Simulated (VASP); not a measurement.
# ZnS (P6_3mc) in VASP: single point with PBE

Aim: the single point of ZnS with PBE.

All numbers are computed with VASP 6.6.1; they aren't measurements. Logs are shortened: lines on timing, memory, paths and dates and some standing lists are left out, and cuts for length are marked.

## Step 1: The cell of the first run

The structure is hexagonal, space group P6_3mc (No. 186). The conventional cell has a = 3.820 Å, b = 3.820 Å, c = 24.960 Å, α = 90.00°, β = 90.00°, γ = 120.00°. Within 3.1 Å of Zn (site symmetry 3m) lie 4 S at 2.34 Å. Zn (site symmetry 3m) has 4 S at 2.34 Å within 3.1 Å. Zn (site symmetry 3m) has 4 S at 2.34 Å within 3.1 Å. Within 3.1 Å of Zn (site symmetry 3m) lie 4 S at 2.34 Å. Within 3.1 Å of S (site symmetry 3m) lie 4 Zn at 2.34 Å. S (site symmetry 3m) has 4 Zn at 2.34 Å within 3.1 Å. Within 3.1 Å of S (site symmetry 3m) lie 4 Zn at 2.34 Å. Within 3.1 Å of S (site symmetry 3m) lie 4 Zn at 2.34 Å.

## Step 2: Single point, PBE

The input, INCAR:

```
PREC = Accurate
ENCUT = 500
EDIFF = 1E-6
ISMEAR = 0
SIGMA = 0.01
LREAL = False
LASPH = True
NELM = 120
ALGO = Normal
ISIF = 2
LWAVE = False
LCHARG = False
GGA = PE
NBANDS = 86
GGA_COMPAT = False
```

The input, KPOINTS:

```
regular mesh
0
Gamma
  6 6 1
```

The input, POSCAR:

```
ZnS
1.0
    3.8200000000      0.0000000000      0.0000000000
   -1.9100000000      3.3082170425      0.0000000000
    0.0000000000      0.0000000000     24.9600000000
Zn S
8 8
Direct
    0.0000000000      0.0000000000      0.0000000000
    0.0000000000      0.0000000000      0.5000000000
    0.3333333333      0.6666666667      0.1250000000
    0.6666666667      0.3333333333      0.6250000000
    0.3333333333      0.6666666667      0.3750000000
    0.6666666667      0.3333333333      0.8750000000
    0.3333333333      0.6666666667      0.7500000000
    0.6666666667      0.3333333333      0.2500000000
    0.0000000000      0.0000000000      0.0938000000
    0.0000000000      0.0000000000      0.5938000000
    0.3333333333      0.6666666667      0.2188000000
    0.6666666667      0.3333333333      0.7188000000
    0.3333333333      0.6666666667      0.4688000000
    0.6666666667      0.3333333333      0.9688000000
    0.3333333333      0.6666666667      0.8438000000
    0.6666666667      0.3333333333      0.3438000000
```

Potentials or basis: VASP PAW PBE potentials, release 64 (Zn, S).

On the command line:

```bash
$ cat potpaw_PBE.64/Zn/POTCAR potpaw_PBE.64/S/POTCAR > POTCAR
$ mpirun -np 1 vasp_std > vasp.out
```

OUTCAR:

```text
PREC = Accurate
   ENCUT = 500
   EDIFF = 1E-6
   ISMEAR = 0
   LREAL = False
   LASPH = True
   NELM = 120
   ISIF = 2
   GGA = PE

 ion  position               nearest neighbor table
   1  0.000  0.000  0.000-  14 2.34  14 2.34  14 2.34   9 2.34
   2  0.000  0.000  0.500-  13 2.34  13 2.34  13 2.34  10 2.34
   3  0.333  0.667  0.125-   9 2.34   9 2.34   9 2.34  11 2.34
   4  0.667  0.333  0.625-  10 2.34  10 2.34  10 2.34  12 2.34
   5  0.333  0.667  0.375-  16 2.34  16 2.34  16 2.34  13 2.34
   6  0.667  0.333  0.875-  15 2.34  15 2.34  15 2.34  14 2.34
[... 8 lines left out ...]
  15  0.333  0.667  0.844-   6 2.34   6 2.34   6 2.34   7 2.34
  16  0.667  0.333  0.344-   5 2.34   5 2.34   5 2.34   8 2.34

  LATTYP: Found a hexagonal cell.
 ALAT       =     3.8200000000
 C/A-ratio  =     6.5340314136

  Lattice vectors:

 A1 = (   3.8200000000,   0.0000000000,   0.0000000000)
 A2 = (  -1.9100000000,   3.3082170425,   0.0000000000)
 A3 = (   0.0000000000,   0.0000000000,  24.9600000000)

Analysis of symmetry for initial positions (statically):
=====================================================================
 Subroutine PRICEL returns:
 Original cell was already a primitive cell.

 Routine SETGRP: Setting up the symmetry group for a
 hexagonal supercell.

 Subroutine GETGRP returns: Found 12 space group operations
 (whereof  6 operations were pure point group operations)
 out of a pool of 24 trial point group operations.

The static configuration has the point symmetry C_3v.
 The point group associated with its full space group is C_6v.

Analysis of symmetry for dynamics (positions and initial velocities):
=====================================================================
 Subroutine PRICEL returns:
 Original cell was already a primitive cell.

 Routine SETGRP: Setting up the symmetry group for a
 hexagonal supercell.

 Subroutine GETGRP returns: Found 12 space group operations
 (whereof  6 operations were pure point group operations)
 out of a pool of 24 trial point group operations.

The dynamic configuration has the point symmetry C_3v.
 The point group associated with its full space group is C_6v.

 Subroutine INISYM returns: Found 12 space group operations
 (whereof  6 operations are pure point group operations),
[... 107 lines left out ...]
   LREAL  =      F    real-space projection
   EDIFFG = 0.1E-04   stopping-criterion for IOM
   NSW    =      0    number of steps for IOM
   IBRION =     -1    ionic relax: 0-MD 1-quasi-New 2-CG
   NFREE  =      0    steps in history (QN), initial steepest desc. (CG)
   ISIF   =      2    stress and relaxation
   ISYM   =      2    0-nonsym 1-usesym 2-fastsym
   POTIM  = 0.5000    time-step for ionic-motion
   TEBEG  =    0.0;   TEEND  =   0.0 temperature during run
   PSTRESS=    0.0 pullay stress
   NELECT =     144.0000    total number of electrons
   NUPDOWN=      -1.0000    fix difference up-down
   EMIN   =  10.00;   EMAX   =-10.00  energy-range for DOS
   EFERMI =   0.00;   METHOD = LEGACY
   ISMEAR =     0;   SIGMA  =   0.01  broadening in eV -4-tet -1-fermi 0-gaus
   EFERMI_NEDOS =   21; number of points for ismear=-14 and -15
   IALGO  =     38    algorithm
   IMIX   =      4    mixing-type and parameters
     AMIX     =   0.40;   BMIX     =  1.00
     AMIX_MAG =   1.60;   BMIX_MAG =  1.00
  volume/ion in A,a.u.               =      19.71       133.04
  Fermi-wavevector in a.u.,A,eV,Ry     =   1.260555  2.382103 21.619631  1.588998
  Thomas-Fermi vector in A             =   2.394058
   LORBIT       =      0    0 simple, 1 ext, 2 COOP (PROOUT), +10 PAW based schemes
   GGA     = PE    functional components
   LHFCALC =     F    Hartree Fock is set to
   AEXX    =    0.0000 exact exchange contribution
   IVDW    =     0    specifies the selected vdW correction
   LEPSILON=     F    determine dielectric tensor
   LRPA    =     F    only Hartree local field effects (RPA)
 non-spin polarized calculation
 Gauss-broadening in eV      SIGMA  =   0.01
  energy-cutoff  :      500.00
  volume of cell :      315.43
 maximum number of plane-waves:      8034
 NGX is ok and might be reduce to    28
   NGX = 13   NGY = 13   NGZ = 91

 number of electron     143.9999938 magnetization

 Free energy of the ion-electron system (eV)
  ---------------------------------------------------
  ext. energy  EPLUGINS =         0.00000000
  ---------------------------------------------------
  free energy    TOTEN  =       -54.75004063 eV

  energy without entropy =      -54.75004063  energy(sigma->0) =      -54.75004063

 E-fermi :   2.1619     XC(G=0):  -9.6307

 val. band max:        2.1176018468   @ k =   0.0000   0.0000   0.0000
 cond. band min:       4.2529859511   @ k =   0.0000   0.0000   0.0000
 fundamental gap:      2.1353841044
 Fermi energy:         2.1619103661

 k-point     1 :       0.0000    0.0000    0.0000
  band No.  band energies     occupation
      1     -11.0320      2.00000
      2     -10.9181      2.00000
      3     -10.9112      2.00000
      4     -10.6114      2.00000
      5     -10.6053      2.00000
      6     -10.2644      2.00000
[... 598 lines left out ...]
     83       8.2622      0.00000
     84       8.2741      0.00000
 [bands above 84 left out]

------------------------ aborting loop because EDIFF is reached ----------------------------------------

  FORCE on cell =-STRESS in cart. coord.  units (eV):
  Direction    XX          YY          ZZ          XY          YZ          ZX
  --------------------------------------------------------------------------------------
  -------------------------------------------------------------------------------------
  Total        3.5348641      3.5348641      3.5341161      0.0000000      0.0000000      0.0000000
  in kB       17.9548329     17.9548329     17.9510335      0.0000000      0.0000000      0.0000000
  external PRESSURE =      17.9535664 kB  Pullay stress =       0.0000000 kB

 VOLUME and BASIS-vectors are now :
 -----------------------------------------------------------------------------
  energy-cutoff  :      500.00
  volume of cell :      315.43
      direct lattice vectors                 reciprocal lattice vectors
     3.820000000  0.000000000  0.000000000     0.261780105  0.151138814  0.000000000
    -1.910000000  3.308217042  0.000000000     0.000000000  0.302277628  0.000000000
     0.000000000  0.000000000 24.960000000     0.000000000  0.000000000  0.040064103

 POSITION                                       TOTAL-FORCE (eV/Angst)
 -----------------------------------------------------------------------------------
      0.00000      0.00000      0.00000        -0.000000     -0.000000      0.007944
      0.00000      0.00000     12.48000        -0.000000     -0.000000      0.007944
     -0.00000      2.20548      3.12000         0.000000      0.000000      0.007897
      1.91000      1.10274     15.60000        -0.000000     -0.000000      0.007897
     -0.00000      2.20548      9.36000        -0.000000     -0.000000      0.018503
      1.91000      1.10274     21.84000         0.000000     -0.000000      0.018503
[... 8 lines left out ...]
     -0.00000      2.20548     21.06125        -0.000000     -0.000000      0.018165
      1.91000      1.10274      8.58125         0.000000      0.000000      0.018165
 -----------------------------------------------------------------------------------
    total drift:                               -0.000002     -0.000003     -0.000444

  FREE ENERGIE OF THE ION-ELECTRON SYSTEM (eV)
  ---------------------------------------------------
  free  energy   TOTEN  =       -54.7500406322 eV

  energy  without entropy=      -54.7500406322  energy(sigma->0) =      -54.75004063
```

stdout:

```text
POSCAR found type information on POSCAR ZnS
 POSCAR found :  2 types and      16 ions
 scaLAPACK will be used
 LDA part: xc-table for (Slater+PW92), standard interpolation
 POSCAR, INCAR and KPOINTS ok, starting setup
 FFT: planning ... GRIDC
 FFT: planning ... GRID_SOFT
 FFT: planning ... GRID
 WAVECAR not read
 entering main loop
```

It took 5 min on 1 thread of AMD EPYC 7R43 (Zen 3), shared host; peak memory 0.41 GiB.

Results:

* Free energy: -54.7500 eV
* Pressure: 1.8 GPa
* Largest force: 0.035 eV/Å
* Band gap on the k mesh: 2.14 eV

Forces in eV/Å, atoms in the order of the input:
```
Zn   0.000  0.000  0.008
Zn   0.000  0.000  0.008
Zn   0.000  0.000  0.008
Zn   0.000  0.000  0.008
Zn   0.000  0.000  0.019
Zn   0.000  0.000  0.019
Zn   0.000  0.000  0.003
Zn   0.000  0.000  0.003
S    0.000  0.000 -0.008
S    0.000  0.000 -0.008
S    0.000  0.000 -0.035
S    0.000  0.000 -0.035
S    0.000  0.000 -0.012
S    0.000  0.000 -0.012
S    0.000  0.000  0.018
S    0.000  0.000  0.018
```
